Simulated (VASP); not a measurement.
A run of VASP 6.6.1:

INCAR

```
SYSTEM = Ir
PREC     = Accurate       ! precision mode
ENCUT    = 600            ! plane-wave cutoff, eV
EDIFF    = 1E-6           ! SCF threshold, eV
ISMEAR   = -1             ! smearing method
SIGMA    = 0.05           ! smearing width, eV
LREAL    = .False.        ! projectors in reciprocal space
LASPH    = .True.         ! aspherical terms in the spheres
NELM     = 60             ! most SCF steps
ALGO     = Normal         ! electronic algorithm
ISIF     = 4              ! what is computed and relaxed
LWAVE    = .False.        ! write WAVECAR
LCHARG   = .False.        ! write CHGCAR
GGA      = PE             ! functional
IBRION   = 2              ! ionic algorithm
NSW      = 50             ! ionic steps
EDIFFG   = -0.005         ! ionic threshold
```

File KPOINTS:

```
regular mesh
0
Gamma
  16 16 15
  0 0 0
```

File POSCAR:

```
Ir
1.0
    2.5844673837      0.0000000000      0.0000000000
   -1.2922336918      2.2382144095      0.0000000000
    0.0000000000      0.0000000000      2.5261568335
Ir
1
Direct
    0.0000000000      0.0000000000      0.0000000000
```

Potentials or basis: VASP PAW PBE potentials, release 64 (Ir).

Command:

```sh
$ cat potpaw_PBE.64/Ir/POTCAR > POTCAR
$ mpirun -np 1 vasp_std > vasp.out
```

Hardware: 1 thread of Intel(R) Xeon(R) 6975P-C (Granite Rapids), with other jobs on the host.

Q: How long does it take, and how much memory?

A: It took 42 s on 1 thread of Intel(R) Xeon(R) 6975P-C (Granite Rapids), with other jobs on the host, peak memory 0.17 GiB. Counts: scf iterations 26, k points 240, ion steps 4.
